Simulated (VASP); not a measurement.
# MgZn4O (Cmmm) in VASP: further runs

MgZn4O is run at these levels: PBE; tasks: single point, relaxation of cell and atoms.

Everything below comes from runs of VASP 6.6.1. Logs are shortened: lines on timing, memory, paths and dates and some standing lists are left out, and cuts for length are marked.

**1. The cell of the first run**

Symmetry: Cmmm, No. 65, orthorhombic system. The conventional cell has a = 5.298 Å, b = 8.102 Å, c = 4.229 Å, α = 90.00°, β = 90.00°, γ = 90.00°. Mg (site symmetry mmm) has 14 Zn at 2.75 to 3.21 Å and 4 O at 3.39 Å within 3.6 Å. Within 3.3 Å of Zn (site symmetry m2m) lie 2 O at 2.49 Å and 7 Zn at 2.60 to 3.01 Å and 3 Mg at 2.75 to 2.95 Å. Zn (site symmetry 2/m) has 2 O at 2.42 Å and 6 Zn at 2.60 to 2.65 Å within 3.2 Å. Within 3.2 Å of O (site symmetry mmm) lie 8 Zn at 2.42 to 2.49 Å.

**2. Single point, PBE**

INCAR

```
PREC = Accurate
ENCUT = 520
EDIFF = 1E-6
ISMEAR = 0
SIGMA = 0.2
LREAL = False
LASPH = True
NELM = 80
ALGO = Normal
ISIF = 2
LWAVE = False
LCHARG = True
GGA = PE
LELF = True
LVHAR = True
NBANDS = 37
```

KPOINTS

```
regular mesh
0
Gamma
  4 4 4
```

POSCAR

```
MgZn4O
1.0
    2.6487971974     -4.0511099812      0.0000000000
    2.6487971974      4.0511099812      0.0000000000
    0.0000000000      0.0000000000      4.2289840534
Mg Zn O
1 4 1
Direct
    0.0000000000      0.0000000000      0.0000000000
    0.3388148603      0.6611851397      0.0000000000
    0.6611851397      0.3388148603      0.0000000000
    0.5000000000      0.0000000000      0.5000000000
    0.0000000000      0.5000000000      0.5000000000
    0.5000000000      0.5000000000      0.5000000000
```

Potentials or basis: VASP PAW PBE potentials, release 64 (Mg, Zn, O).

Launch:

```console
$ cat potpaw_PBE.64/Mg/POTCAR potpaw_PBE.64/Zn/POTCAR potpaw_PBE.64/O/POTCAR > POTCAR
$ mpirun -np 1 vasp_std > vasp.out
```

OUTCAR:

```text
PREC = Accurate
   ENCUT = 520
   EDIFF = 1E-6
   ISMEAR = 0
   LREAL = False
   LASPH = True
   NELM = 80
   ISIF = 2
   GGA = PE

 ion  position               nearest neighbor table
   1  0.000  0.000  0.000-   2 2.75   3 2.75   3 2.95   2 2.95   3 2.95   2 2.95   4 3.21   5 3.21
                             4 3.21   5 3.21   5 3.21   5 3.21   4 3.21   4 3.21
   2  0.339  0.661  0.000-   6 2.49   6 2.49   4 2.60   4 2.60   5 2.60   5 2.60   3 2.61   1 2.75
                             1 2.95   1 2.95   3 3.01   3 3.01
   3  0.661  0.339  0.000-   6 2.49   6 2.49   4 2.60   4 2.60   5 2.60   5 2.60   2 2.61   1 2.75
                             1 2.95   1 2.95   2 3.01   2 3.01
   4  0.500  0.000  0.500-   6 2.42   6 2.42   2 2.60   2 2.60   3 2.60   3 2.60   5 2.65   5 2.65
                             1 3.21   1 3.21   1 3.21   1 3.21
   5  0.000  0.500  0.500-   6 2.42   6 2.42   2 2.60   2 2.60   3 2.60   3 2.60   4 2.65   4 2.65
                             1 3.21   1 3.21   1 3.21   1 3.21
   6  0.500  0.500  0.500-   4 2.42   5 2.42   4 2.42   5 2.42   2 2.49   3 2.49   2 2.49   3 2.49

  LATTYP: Found a base centered orthorhombic cell.
 ALAT       =     5.2975943948
 B/A-ratio  =     1.5294149304
 C/A-ratio  =     0.7982838508

  Lattice vectors:

 A1 = (   2.6487971974,  -4.0511099812,   0.0000000000)
 A2 = (   2.6487971974,   4.0511099812,   0.0000000000)
 A3 = (   0.0000000000,   0.0000000000,   4.2289840534)

Analysis of symmetry for initial positions (statically):
=====================================================================
 Subroutine PRICEL returns:
 Original cell was already a primitive cell.

 Routine SETGRP: Setting up the symmetry group for a
 base centered orthorhombic supercell.

 Subroutine GETGRP returns: Found  8 space group operations
 (whereof  8 operations were pure point group operations)
 out of a pool of  8 trial point group operations.

The static configuration has the point symmetry D_2h.

Analysis of symmetry for dynamics (positions and initial velocities):
=====================================================================
 Subroutine PRICEL returns:
 Original cell was already a primitive cell.

 Routine SETGRP: Setting up the symmetry group for a
 base centered orthorhombic supercell.

 Subroutine GETGRP returns: Found  8 space group operations
 (whereof  8 operations were pure point group operations)
 out of a pool of  8 trial point group operations.

The dynamic configuration has the point symmetry D_2h.

 Subroutine INISYM returns: Found  8 space group operations
 (whereof  8 operations are pure point group operations),
 and found     1 'primitive' translations

----------------------------------------------------------------------------------------

                                     Primitive cell

  volume of cell :      90.7588

  direct lattice vectors                    reciprocal lattice vectors
     2.648797197 -4.051109981  0.000000000     0.188764923 -0.123422964  0.000000000
     2.648797197  4.051109981  0.000000000     0.188764923  0.123422964  0.000000000
     0.000000000  0.000000000  4.228984053     0.000000000  0.000000000  0.236463412

  length of vectors
     4.840208536  4.840208536  4.228984053     0.225533643  0.225533643  0.236463412

  position of ions in fractional coordinates (direct lattice)
     0.000000000  0.000000000  0.000000000
     0.338814860  0.661185140  0.000000000
     0.661185140  0.338814860  0.000000000
     0.500000000  0.000000000  0.500000000
     0.000000000  0.500000000  0.500000000
     0.500000000  0.500000000  0.500000000

  ion indices of the primitive-cell ions
   primitive index   ion index
                 1           1
                 2           2
                 3           3
                 4           4
                 5           5
                 6           6

----------------------------------------------------------------------------------------

 KPOINTS: regular mesh

Automatic generation of k-mesh.
 Grid dimensions read from file:
 generate k-points for:    4    4    4

 Generating k-lattice:

  Cartesian coordinates                     Fractional coordinates (reciprocal lattice)
     0.047191231 -0.030855741  0.000000000     0.250000000  0.000000000  0.000000000
     0.047191231  0.030855741  0.000000000     0.000000000  0.250000000  0.000000000
     0.000000000  0.000000000  0.059115853     0.000000000  0.000000000  0.250000000

  Length of vectors
     0.056383411  0.056383411  0.059115853

  Shift w.r.t. Gamma in fractional coordinates (k-lattice)
     0.000000000  0.000000000  0.000000000

 Subroutine IBZKPT returns following result:
 ===========================================

 Found     21 irreducible k-points:

 Following reciprocal coordinates:
            Coordinates               Weight
  0.000000  0.000000  0.000000      1.000000
  0.250000  0.000000  0.000000      4.000000
  0.500000  0.000000  0.000000      2.000000
  0.250000  0.250000  0.000000      2.000000
  0.500000  0.250000  0.000000      4.000000
 -0.250000  0.250000  0.000000      2.000000
[... 13 lines left out ...]
 -0.250000  0.250000  0.500000      2.000000
  0.500000  0.500000  0.500000      1.000000
   k-points           NKPTS =     21   k-points in BZ     NKDIM =     21   number of bands    NBANDS=     37
   number of dos      NEDOS =    301   number of ions     NIONS =      6
   total plane-waves  NPLWV =  41472
   dimension x,y,z NGX =    36 NGY =   36 NGZ =   32
   dimension x,y,z NGXF=    72 NGYF=   72 NGZF=   64
   ions per type =               1   4   1
   NGX,Y,Z   is equivalent  to a cutoff of  12.36, 12.36, 12.58 a.u.
   NGXF,Y,Z  is equivalent  to a cutoff of  24.73, 24.73, 25.16 a.u.
 SYSTEM =  unknown system
   PREC   = accura    normal or accurate (medium, high low for compatibility)
   ISTART =      0    job   : 0-new  1-cont  2-samecut
   ICHARG =      2    charge: 1-file 2-atom 10-const
   ISPIN  =      1    spin polarized calculation?
   LNONCOLLINEAR =      F non collinear calculations
   LSORBIT =      F    spin-orbit coupling
   LASPH  =      T    aspherical Exc in radial PAW
   ENCUT  =  520.0 eV  38.22 Ry    6.18 a.u.   9.00  9.00  7.86*2*pi/ulx,y,z
   NELM   =     80;   NELMIN=  2; NELMDL= -5     # of ELM steps
   EDIFF  = 0.1E-05   stopping-criterion for ELM
   LREAL  =      F    real-space projection
   EDIFFG = 0.1E-04   stopping-criterion for IOM
   NSW    =      0    number of steps for IOM
   IBRION =     -1    ionic relax: 0-MD 1-quasi-New 2-CG
   NFREE  =      0    steps in history (QN), initial steepest desc. (CG)
   ISIF   =      2    stress and relaxation
   ISYM   =      2    0-nonsym 1-usesym 2-fastsym
   POTIM  = 0.5000    time-step for ionic-motion
   TEBEG  =    0.0;   TEEND  =   0.0 temperature during run
   PSTRESS=    0.0 pullay stress
   NELECT =      56.0000    total number of electrons
   NUPDOWN=      -1.0000    fix difference up-down
   EMIN   =  10.00;   EMAX   =-10.00  energy-range for DOS
   EFERMI =   0.00;   METHOD = LEGACY
   ISMEAR =     0;   SIGMA  =   0.20  broadening in eV -4-tet -1-fermi 0-gaus
   EFERMI_NEDOS =   21; number of points for ismear=-14 and -15
   IALGO  =     38    algorithm
   IMIX   =      4    mixing-type and parameters
     AMIX     =   0.40;   BMIX     =  1.00
     AMIX_MAG =   1.60;   BMIX_MAG =  1.00
  volume/ion in A,a.u.               =      15.13       102.08
  Fermi-wavevector in a.u.,A,eV,Ry     =   1.393717  2.633743 26.428595  1.942447
  Thomas-Fermi vector in A             =   2.517336
   LORBIT       =      0    0 simple, 1 ext, 2 COOP (PROOUT), +10 PAW based schemes
   GGA     = PE    functional components
   LHFCALC =     F    Hartree Fock is set to
   AEXX    =    0.0000 exact exchange contribution
   IVDW    =     0    specifies the selected vdW correction
   LEPSILON=     F    determine dielectric tensor
   LRPA    =     F    only Hartree local field effects (RPA)
 non-spin polarized calculation
 Gauss-broadening in eV      SIGMA  =   0.20
  energy-cutoff  :      520.00
  volume of cell :       90.76
 maximum number of plane-waves:      2470
   NGX = 17   NGY = 17   NGZ = 15

 number of electron      56.0000016 magnetization

 Free energy of the ion-electron system (eV)
  ---------------------------------------------------
  ext. energy  EPLUGINS =         0.00000000
  ---------------------------------------------------
  free energy    TOTEN  =       -11.45608023 eV

  energy without entropy =      -11.42806710  energy(sigma->0) =      -11.44207366

 E-fermi :   2.9384     XC(G=0): -10.7796

 val. band max:        2.7770116544   @ k =   0.5000   0.0000   0.2500
 cond. band min:       2.9664731587   @ k =  -0.2500   0.2500   0.2500
 fundamental gap:      0.1894615043
 Fermi energy:         2.9384209559

 k-point     1 :       0.0000    0.0000    0.0000
  band No.  band energies     occupation
      1     -14.8507      2.00000
      2      -5.8097      2.00000
      3      -5.1276      2.00000
      4      -4.9512      2.00000
      5      -4.9024      2.00000
      6      -4.8881      2.00000
[... 29 lines left out ...]
     36       9.6432      0.00000
     37      10.3287      0.00000

 k-point     2 :       0.2500    0.0000    0.0000
  band No.  band energies     occupation
      1     -14.8246      2.00000
      2      -5.5669      2.00000
      3      -5.1162      2.00000
      4      -4.9506      2.00000
      5      -4.9394      2.00000
      6      -4.9211      2.00000
[... 29 lines left out ...]
     36       9.7283      0.00000
     37      10.4257      0.00000

 k-point     3 :       0.5000    0.0000    0.0000
  band No.  band energies     occupation
      1     -14.7979      2.00000
      2      -5.3625      2.00000
      3      -5.0595      2.00000
      4      -5.0367      2.00000
      5      -4.9351      2.00000
      6      -4.9135      2.00000
[... 29 lines left out ...]
     36       9.1712      0.00000
     37      10.4531      0.00000

 k-point     4 :       0.2500    0.2500    0.0000
  band No.  band energies     occupation
      1     -14.7980      2.00000
      2      -5.3139      2.00000
      3      -5.1156      2.00000
      4      -4.9682      2.00000
      5      -4.9586      2.00000
      6      -4.9482      2.00000
[... 29 lines left out ...]
     36       9.2968      0.00000
     37      10.2096      0.00000
[... 563 lines left out ...]
      1     -14.7171      2.00000
      2      -5.2516      2.00000
      3      -5.1379      2.00000
      4      -5.0398      2.00000
      5      -5.0325      2.00000
      6      -4.8199      2.00000
[... 29 lines left out ...]
     36      11.4981      0.00000
     37      12.9754      0.00000

 k-point    20 :      -0.2500    0.2500    0.5000
  band No.  band energies     occupation
      1     -14.7391      2.00000
      2      -5.2785      2.00000
      3      -5.1628      2.00000
      4      -5.1226      2.00000
      5      -4.9820      2.00000
      6      -4.8585      2.00000
[... 29 lines left out ...]
     36      10.0739      0.00000
     37      10.7209      0.00000

 k-point    21 :       0.5000    0.5000    0.5000
  band No.  band energies     occupation
      1     -14.6990      2.00000
      2      -5.3413      2.00000
      3      -5.2310      2.00000
      4      -5.1744      2.00000
      5      -5.0674      2.00000
      6      -4.8355      2.00000
[... 29 lines left out ...]
     36      11.0846      0.00000
     37      11.1968      0.00000

------------------------ aborting loop because EDIFF is reached ----------------------------------------

  FORCE on cell =-STRESS in cart. coord.  units (eV):
  Direction    XX          YY          ZZ          XY          YZ          ZX
  --------------------------------------------------------------------------------------
  -------------------------------------------------------------------------------------
  Total        0.0785632     -0.1133746      0.4834239      0.0000000      0.0000000      0.0000000
  in kB        1.3868869     -2.0014164      8.5339471      0.0000000      0.0000000      0.0000000
  external PRESSURE =       2.6398059 kB  Pullay stress =       0.0000000 kB

 VOLUME and BASIS-vectors are now :
 -----------------------------------------------------------------------------
  energy-cutoff  :      520.00
  volume of cell :       90.76
      direct lattice vectors                 reciprocal lattice vectors
     2.648797197 -4.051109981  0.000000000     0.188764923 -0.123422964  0.000000000
     2.648797197  4.051109981  0.000000000     0.188764923  0.123422964  0.000000000
     0.000000000  0.000000000  4.228984053     0.000000000  0.000000000  0.236463412

 POSITION                                       TOTAL-FORCE (eV/Angst)
 -----------------------------------------------------------------------------------
      0.00000      0.00000      0.00000        -0.000000     -0.000000      0.000000
      2.64880      1.30596      0.00000        -0.000000      0.009771     -0.000000
      2.64880     -1.30596      0.00000        -0.000000     -0.009771     -0.000000
      1.32440     -2.02555      2.11449        -0.000000     -0.000000      0.000000
      1.32440      2.02555      2.11449        -0.000000     -0.000000      0.000000
      2.64880      0.00000      2.11449         0.000000     -0.000000      0.000000
 -----------------------------------------------------------------------------------
    total drift:                               -0.000000     -0.000000      0.000000

  FREE ENERGIE OF THE ION-ELECTRON SYSTEM (eV)
  ---------------------------------------------------
  free  energy   TOTEN  =       -11.4560802268 eV

  energy  without entropy=      -11.4280670999  energy(sigma->0) =      -11.44207366
```

Wall time 70 s (1 thread of AMD EPYC 7R43 (Zen 3), shared host); peak memory 0.19 GiB.

What came out:

```
Free energy            : -11.4561 eV
Pressure               : 0.3 GPa
Largest force          : 0.010 eV/Å
Band gap on the k mesh : zero (band 28 reaches 4.63 eV, above the bottom of band 29 at 2.55 eV)
```

Forces on the atoms (eV/Å):
```
Mg   0.000  0.000  0.000
Zn   0.000  0.010  0.000
Zn   0.000 -0.010  0.000
Zn   0.000  0.000  0.000
Zn   0.000  0.000  0.000
O    0.000  0.000  0.000
```

Caveat: the k points lie up to 0.37 Å⁻¹ apart.

(Part 1 of 2 ends here.)
